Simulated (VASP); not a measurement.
# SiC (Imm2) in VASP: further runs

SiC is run at these levels: PBE; tasks: single point.

Everything below comes from runs of VASP 6.6.1. Logs are shortened: lines on timing, memory, paths and dates and some standing lists are left out, and cuts for length are marked.

## (1) The cell of the first run

It takes space group Imm2 (No. 44, orthorhombic). Conventional cell: a = 3.075 Å, b = 3.075 Å, c = 4.348 Å, α = 90.00°, β = 90.00°, γ = 90.00°. Within 2.1 Å of Si (site symmetry mm2) lie 2 C at 1.61 Å. C (site symmetry mm2) has 2 Si at 1.61 Å within 2.1 Å.

## (2) Single point, PBE (atom 1 (Si) moved by (+0.000, -0.600) A along [1 1 0] and z)

INCAR

```
SYSTEM = SiC
PREC = Accurate
ENCUT = 600
EDIFF = 1E-6
ISMEAR = 0
SIGMA = 0.05
LREAL = .False.
LASPH = .True.
NELM = 120
ALGO = Normal
ISIF = 2
LWAVE = .False.
LCHARG = .True.
GGA = PE
LELF = .True.
LVHAR = .True.
NBANDS = 11
GGA_COMPAT = .False.
```

KPOINTS

```
regular mesh
0
Gamma
  4 4 4
  0 0 0
```

POSCAR

```
SiC
1.0
    0.0000000000      2.1740000000      2.1740000000
    2.1740000000      0.0000000000      2.1740000000
    2.1740000000      2.1740000000      0.0000000000
Si C
1 1
Direct
   -0.1379944802     -0.1379944802      0.1379944802
    0.7500000000      0.7500000000      0.7500000000
```

Potentials or basis: VASP PAW PBE potentials, release 64 (Si, C).

Run with:

```bash
$ cat potpaw_PBE.64/Si/POTCAR potpaw_PBE.64/C/POTCAR > POTCAR
$ mpirun -np 1 vasp_std > vasp.out
```

OUTCAR:

```text
SYSTEM = SiC
   PREC = Accurate
   ENCUT = 600
   EDIFF = 1E-6
   ISMEAR = 0
   LREAL = .False.
   LASPH = .True.
   NELM = 120
   ISIF = 2
   GGA = PE

 ion  position               nearest neighbor table
   1  0.862  0.862  0.138-   2 1.61   2 1.61   2 2.28   2 2.28
   2  0.750  0.750  0.750-   1 1.61   1 1.61   1 2.28   1 2.28

  LATTYP: Found a face centered cubic cell.
 ALAT       =     4.3480000000

  Lattice vectors:

 A1 = (   0.0000000000,   2.1740000000,   2.1740000000)
 A2 = (   2.1740000000,   0.0000000000,   2.1740000000)
 A3 = (   2.1740000000,   2.1740000000,   0.0000000000)

Analysis of symmetry for initial positions (statically):
=====================================================================
 Subroutine PRICEL returns:
 Original cell was already a primitive cell.

 Routine SETGRP: Setting up the symmetry group for a
 face centered cubic supercell.

 Subroutine GETGRP returns: Found  4 space group operations
 (whereof  4 operations were pure point group operations)
 out of a pool of 48 trial point group operations.

The static configuration has the point symmetry C_2v.

Analysis of symmetry for dynamics (positions and initial velocities):
=====================================================================
 Subroutine PRICEL returns:
 Original cell was already a primitive cell.

 Routine SETGRP: Setting up the symmetry group for a
 face centered cubic supercell.

 Subroutine GETGRP returns: Found  4 space group operations
 (whereof  4 operations were pure point group operations)
 out of a pool of 48 trial point group operations.

The dynamic configuration has the point symmetry C_2v.

 Subroutine INISYM returns: Found  4 space group operations
 (whereof  4 operations are pure point group operations),
 and found     1 'primitive' translations

----------------------------------------------------------------------------------------

                                     Primitive cell

  volume of cell :      20.5498

  direct lattice vectors                    reciprocal lattice vectors
     0.000000000  2.174000000  2.174000000    -0.229990800  0.229990800  0.229990800
     2.174000000  0.000000000  2.174000000     0.229990800 -0.229990800  0.229990800
     2.174000000  2.174000000  0.000000000     0.229990800  0.229990800 -0.229990800

  length of vectors
     3.074500285  3.074500285  3.074500285     0.398355752  0.398355752  0.398355752

  position of ions in fractional coordinates (direct lattice)
     0.862005520  0.862005520  0.137994480
     0.750000000  0.750000000  0.750000000

  ion indices of the primitive-cell ions
   primitive index   ion index
                 1           1
                 2           2

----------------------------------------------------------------------------------------

 KPOINTS: regular mesh

Automatic generation of k-mesh.
 Grid dimensions read from file:
 generate k-points for:    4    4    4

 Generating k-lattice:

  Cartesian coordinates                     Fractional coordinates (reciprocal lattice)
    -0.057497700  0.057497700  0.057497700     0.250000000  0.000000000  0.000000000
     0.057497700 -0.057497700  0.057497700     0.000000000  0.250000000  0.000000000
     0.057497700  0.057497700 -0.057497700     0.000000000  0.000000000  0.250000000

  Length of vectors
     0.099588938  0.099588938  0.099588938

  Shift w.r.t. Gamma in fractional coordinates (k-lattice)
     0.000000000  0.000000000  0.000000000

 Subroutine IBZKPT returns following result:
 ===========================================

 Found     18 irreducible k-points:

 Following reciprocal coordinates:
            Coordinates               Weight
  0.000000  0.000000  0.000000      1.000000
  0.250000  0.000000  0.000000      4.000000
  0.000000  0.000000  0.250000      4.000000
  0.500000  0.000000  0.000000      2.000000
  0.000000  0.000000  0.500000      2.000000
  0.250000  0.250000  0.000000      2.000000
[... 10 lines left out ...]
 -0.250000  0.500000  0.250000      4.000000
  0.250000 -0.250000  0.500000      2.000000
   k-points           NKPTS =     18   k-points in BZ     NKDIM =     18   number of bands    NBANDS=     11
   number of dos      NEDOS =    301   number of ions     NIONS =      2
   total plane-waves  NPLWV =  21952
   dimension x,y,z NGX =    28 NGY =   28 NGZ =   28
   dimension x,y,z NGXF=    56 NGYF=   56 NGZF=   56
   ions per type =               1   1
   NGX,Y,Z   is equivalent  to a cutoff of  15.14, 15.14, 15.14 a.u.
   NGXF,Y,Z  is equivalent  to a cutoff of  30.28, 30.28, 30.28 a.u.
 SYSTEM =  SiC
   PREC   = accura    normal or accurate (medium, high low for compatibility)
   ISTART =      0    job   : 0-new  1-cont  2-samecut
   ICHARG =      2    charge: 1-file 2-atom 10-const
   ISPIN  =      1    spin polarized calculation?
   LNONCOLLINEAR =      F non collinear calculations
   LSORBIT =      F    spin-orbit coupling
   LASPH  =      T    aspherical Exc in radial PAW
   ENCUT  =  600.0 eV  44.10 Ry    6.64 a.u.   6.14  6.14  6.14*2*pi/ulx,y,z
   NELM   =    120;   NELMIN=  2; NELMDL= -5     # of ELM steps
   EDIFF  = 0.1E-05   stopping-criterion for ELM
   LREAL  =      F    real-space projection
   EDIFFG = 0.1E-04   stopping-criterion for IOM
   NSW    =      0    number of steps for IOM
   IBRION =     -1    ionic relax: 0-MD 1-quasi-New 2-CG
   NFREE  =      0    steps in history (QN), initial steepest desc. (CG)
   ISIF   =      2    stress and relaxation
   ISYM   =      2    0-nonsym 1-usesym 2-fastsym
   POTIM  = 0.5000    time-step for ionic-motion
   TEBEG  =    0.0;   TEEND  =   0.0 temperature during run
   PSTRESS=    0.0 pullay stress
   NELECT =       8.0000    total number of electrons
   NUPDOWN=      -1.0000    fix difference up-down
   EMIN   =  10.00;   EMAX   =-10.00  energy-range for DOS
   EFERMI =   0.00;   METHOD = LEGACY
   ISMEAR =     0;   SIGMA  =   0.05  broadening in eV -4-tet -1-fermi 0-gaus
   EFERMI_NEDOS =   21; number of points for ismear=-14 and -15
   IALGO  =     38    algorithm
   IMIX   =      4    mixing-type and parameters
     AMIX     =   0.40;   BMIX     =  1.00
     AMIX_MAG =   1.60;   BMIX_MAG =  1.00
  volume/ion in A,a.u.               =      10.27        69.34
  Fermi-wavevector in a.u.,A,eV,Ry     =   1.195369  2.258920 19.441458  1.428907
  Thomas-Fermi vector in A             =   2.331336
   LORBIT       =      0    0 simple, 1 ext, 2 COOP (PROOUT), +10 PAW based schemes
   GGA     = PE    functional components
   LHFCALC =     F    Hartree Fock is set to
   AEXX    =    0.0000 exact exchange contribution
   IVDW    =     0    specifies the selected vdW correction
   LEPSILON=     F    determine dielectric tensor
   LRPA    =     F    only Hartree local field effects (RPA)
 non-spin polarized calculation
 Gauss-broadening in eV      SIGMA  =   0.05
  energy-cutoff  :      600.00
  volume of cell :       20.55
 maximum number of plane-waves:       701
 NGX is ok and might be reduce to    28
   NGX = 13   NGY = 13   NGZ = 13

 number of electron       8.0000000 magnetization

 Free energy of the ion-electron system (eV)
  ---------------------------------------------------
  ext. energy  EPLUGINS =         0.00000000
  ---------------------------------------------------
  free energy    TOTEN  =       -12.15557441 eV

  energy without entropy =      -12.15386307  energy(sigma->0) =      -12.15471874

 E-fermi :   8.8907     XC(G=0): -11.3835

 val. band max:        8.8597319510   @ k =   0.2500   0.0000   0.0000
 cond. band min:       9.1876565264   @ k =   0.5000   0.5000   0.0000
 fundamental gap:      0.3279245753
 Fermi energy:         8.8907093557

 k-point     1 :       0.0000    0.0000    0.0000
  band No.  band energies     occupation
      1      -7.4181      2.00000
      2       5.2802      2.00000
      3       8.8507      1.74178
      4       9.3494      0.00000
      5      12.9597      0.00000
      6      15.7994      0.00000
      7      16.1735      0.00000
      8      16.9574      0.00000
      9      22.0303      0.00000
     10      22.2363      0.00000
     11      22.9242      0.00000

 k-point     2 :       0.2500    0.0000    0.0000
  band No.  band energies     occupation
      1      -6.2870      2.00000
      2       4.4041      2.00000
      3       4.9142      2.00000
      4       8.8597      1.61906
      5      13.1355      0.00000
      6      15.5536      0.00000
      7      17.1220      0.00000
      8      17.4252      0.00000
      9      20.9968      0.00000
     10      21.3732      0.00000
     11      23.6918      0.00000

 k-point     3 :       0.0000    0.0000    0.2500
  band No.  band energies     occupation
      1      -6.2049      2.00000
      2       2.5743      2.00000
      3       7.5129      2.00000
      4       8.8227      1.94549
      5      13.0264      0.00000
      6      15.1754      0.00000
      7      15.4174      0.00000
      8      19.1986      0.00000
      9      20.8134      0.00000
     10      21.9651      0.00000
     11      22.9123      0.00000

 k-point     4 :       0.5000    0.0000    0.0000
  band No.  band energies     occupation
      1      -4.2958      2.00000
      2       0.4633      2.00000
      3       4.6041      2.00000
      4       8.6014      2.00000
      5      12.5609      0.00000
      6      14.4264      0.00000
      7      16.5626      0.00000
      8      17.7398      0.00000
      9      21.9766      0.00000
     10      24.8341      0.00000
     11      27.2728      0.00000
[... 155 lines left out ...]
 k-point    16 :       0.0000    0.5000    0.5000
  band No.  band energies     occupation
      1      -2.5713      2.00000
      2      -0.2443      2.00000
      3       5.5280      2.00000
      4       5.8220      2.00000
      5       8.6573      2.00000
      6      11.0476      0.00000
      7      19.5271      0.00000
      8      23.6095      0.00000
      9      23.9569      0.00000
     10      27.9064      0.00000
     11      28.8543      0.00000

 k-point    17 :      -0.2500    0.5000    0.2500
  band No.  band energies     occupation
      1      -2.5056      2.00000
      2       0.9427      2.00000
      3       2.7402      2.00000
      4       4.1514      2.00000
      5      12.1496      0.00000
      6      16.4038      0.00000
      7      17.2504      0.00000
      8      18.4325      0.00000
      9      23.7619      0.00000
     10      25.8989      0.00000
     11      28.3878      0.00000

 k-point    18 :       0.2500   -0.2500    0.5000
  band No.  band energies     occupation
      1      -2.3730      2.00000
      2       0.2444      2.00000
      3       3.8258      2.00000
      4       3.9302      2.00000
      5      12.6817      0.00000
      6      14.7557      0.00000
      7      17.2567      0.00000
      8      18.2813      0.00000
      9      23.6298      0.00000
     10      27.0954      0.00000
     11      29.4926      0.00000

------------------------ aborting loop because EDIFF is reached ----------------------------------------

  FORCE on cell =-STRESS in cart. coord.  units (eV):
  Direction    XX          YY          ZZ          XY          YZ          ZX
  --------------------------------------------------------------------------------------
  -------------------------------------------------------------------------------------
  Total        7.6565615      7.6565615      0.5238846      6.5212323      0.0000000      0.0000000
  in kB      596.9469553    596.9469553     40.8448810    508.4305467      0.0000000      0.0000000
  external PRESSURE =     411.5795972 kB  Pullay stress =       0.0000000 kB

 VOLUME and BASIS-vectors are now :
 -----------------------------------------------------------------------------
  energy-cutoff  :      600.00
  volume of cell :       20.55
      direct lattice vectors                 reciprocal lattice vectors
     0.000000000  2.174000000  2.174000000    -0.229990800  0.229990800  0.229990800
     2.174000000  0.000000000  2.174000000     0.229990800 -0.229990800  0.229990800
     2.174000000  2.174000000  0.000000000     0.229990800  0.229990800 -0.229990800

 POSITION                                       TOTAL-FORCE (eV/Angst)
 -----------------------------------------------------------------------------------
      2.17400      2.17400      3.74800         0.000000      0.000000      6.919154
      3.26100      3.26100      3.26100        -0.000000     -0.000000     -6.919154
 -----------------------------------------------------------------------------------
    total drift:                                0.000000      0.000000     -0.000115

  FREE ENERGIE OF THE ION-ELECTRON SYSTEM (eV)
  ---------------------------------------------------
  free  energy   TOTEN  =       -12.1555744147 eV

  energy  without entropy=      -12.1538630714  energy(sigma->0) =      -12.15471874
```

Run time: 8.6 s. Hardware: 1 thread of Intel Xeon Platinum 8375C at 2.90GHz (Ice Lake), shared host; peak memory 0.14 GiB.

Results:

* Free energy: -12.1556 eV
* Pressure: 41.2 GPa
* Largest force: 6.919 eV/Å
* Band gap on the k mesh: zero (band 4 reaches 9.35 eV, above the bottom of band 5 at 8.66 eV)

Forces in eV/Å, atoms in the order of the input:
```
Si   0.000  0.000  6.919
C    0.000  0.000 -6.919
```

Caveat: the k points lie up to 0.63 Å⁻¹ apart; the cell differs from its parent crystal (atom 1 (Si) moved by (+0.000, -0.600) A along [1 1 0] and z); forces of over 1 eV/Å act on the atoms, so gaps and moduli don't describe the material at rest.

## (3) Single point, PBE (atom 1 (Si) moved by (+0.000, -0.300) A along [1 1 0] and z)

INCAR

```
PREC = Accurate
ENCUT = 600
EDIFF = 1E-6
ISMEAR = 0
SIGMA = 0.05
LREAL = F
LASPH = T
NELM = 120
ALGO = Normal
ISIF = 2
LWAVE = F
LCHARG = F
GGA = PE
NBANDS = 11
GGA_COMPAT = F
```

KPOINTS

```
Automatic mesh
0
Gamma
  4 4 4
```

POSCAR, as its differences from that of step 2:

```diff
@@ -8,3 +8,3 @@
 Direct
-   -0.1379944802     -0.1379944802      0.1379944802
+   -0.0689972401     -0.0689972401      0.0689972401
     0.7500000000      0.7500000000      0.7500000000
```

Potentials or basis: VASP PAW PBE potentials, release 64 (Si, C).

Run with:

```bash
$ cat potpaw_PBE.64/Si/POTCAR potpaw_PBE.64/C/POTCAR > POTCAR
$ mpirun -np 1 vasp_std > vasp.out
```

Run time: 9.8 s. Hardware: 1 thread of Intel Xeon Platinum 8375C at 2.90GHz (Ice Lake), shared host; peak memory 0.14 GiB.

The run converged. Its results:

| Property | Result |
| --- | --- |
| Free energy | -14.0948 eV |
| Pressure | 15.4 GPa |
| Largest force | 5.213 eV/Å |
| Band gap on the k mesh | 0.04 eV, indirect (least direct gap 3.87 eV) |

Forces in eV/Å, atoms in the order of the input:
```
Si   0.000  0.000  5.213
C    0.000  0.000 -5.213
```

Stress tensor (GPa, compression positive):
```
20.53 21.31  0.00
21.31 20.53  0.00
 0.00  0.00  5.12
```

Levels at points of the mesh, in eV from the valence-band top:
```
           k point  band 2  band 3  band 4  band 5  band 6  band 7
(0.00, 0.00, 0.00)   -2.59   -0.84    0.00    4.84    6.12    6.27
(0.50, 0.00, 0.00)   -9.09   -3.42   -1.30    4.05    5.20    6.92
(0.00, 0.00, 0.50)  -10.21   -2.46   -1.11    4.05    5.36    7.33
(0.50, 0.50, 0.00)   -8.62   -5.13   -3.70    0.17    3.40   12.98
(0.00, 0.50, 0.50)   -9.07   -4.06   -3.96    0.04    2.81   12.40
```

Caveat: the k points lie up to 0.63 Å⁻¹ apart; the cell differs from its parent crystal (atom 1 (Si) moved by (+0.000, -0.300) A along [1 1 0] and z); forces of over 1 eV/Å act on the atoms, so gaps and moduli don't describe the material at rest. A k mesh can miss the band edges.
